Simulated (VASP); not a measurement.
Input of a VASP 6.6.1 run:

Contents of POSCAR:

```
ZnO
1.0
    3.2264991458      0.0000000000      0.0000000000
   -1.6132495729      2.7942302255      0.0000000000
    0.0000000000      0.0000000000     10.4726021224
Zn O
4 4
Direct
    0.0000000000      0.0000000000     -0.0006159388
    0.3333333333      0.6666666667      0.2495637837
    0.0000000000      0.0000000000      0.4993840612
    0.6666666667      0.3333333333      0.7495637837
    0.0000000000      0.0000000000      0.1881525690
    0.3333333333      0.6666666667      0.4378995862
    0.0000000000      0.0000000000      0.6881525690
    0.6666666667      0.3333333333      0.9378995862
```

The input INCAR.step1:

```
PREC     = Accurate       # precision mode
ENCUT    = 520            # plane-wave cutoff, eV
ISMEAR   = -1             # smearing method
SIGMA    = 0.02           # smearing width, eV
LREAL    = F              # projectors in reciprocal space
LASPH    = T              # aspherical terms in the spheres
NELM     = 60             # most SCF steps
NBANDS   = 46             # bands
GGA      = PE             # functional
ALGO     = Normal         # electronic algorithm
EDIFF    = 1E-4           # SCF threshold, eV
LWAVE    = T              # write WAVECAR
LCHARG   = F              # write CHGCAR
```

File INCAR.step2:

```
PREC     = Accurate       # precision mode
ENCUT    = 520            # plane-wave cutoff, eV
EDIFF    = 1E-6           # SCF threshold, eV
ISMEAR   = -1             # smearing method
SIGMA    = 0.02           # smearing width, eV
LREAL    = F              # projectors in reciprocal space
LASPH    = T              # aspherical terms in the spheres
NELM     = 60             # most SCF steps
ALGO     = Normal         # electronic algorithm
ISIF     = 2              # what is computed and relaxed
LWAVE    = F              # write WAVECAR
LCHARG   = F              # write CHGCAR
METAGGA  = R2SCAN         # meta-GGA
LMIXTAU  = T            
NBANDS   = 46             # bands
ISTART   = 1
```

The input KPOINTS:

```
Automatic mesh
0
Gamma
  12 12 2
```

Potentials or basis: VASP PAW PBE potentials, release 64 (Zn, O).

Command:

```sh
$ cat potpaw_PBE.64/Zn/POTCAR potpaw_PBE.64/O/POTCAR > POTCAR
$ cp INCAR.step1 INCAR
$ mpirun -np 1 vasp_std > vasp.out
$ cp INCAR.step2 INCAR
$ mpirun -np 1 vasp_std > vasp.out
```

What does it give for the pressure?

1.3 GPa.

What does it give for the largest force?

0.009 eV/Å.

Predict the band gap on the k mesh.

1.18 eV.

Forces on the atoms (eV/Å):
```
Zn   0.000  0.000 -0.002
Zn   0.000  0.000 -0.009
Zn   0.000  0.000 -0.002
Zn   0.000  0.000 -0.009
O    0.000  0.000  0.004
O    0.000  0.000  0.007
O    0.000  0.000  0.004
O    0.000  0.000  0.007
```

Caveat: the PAW data sets were made with another functional, which shifts forces and pressure a little.
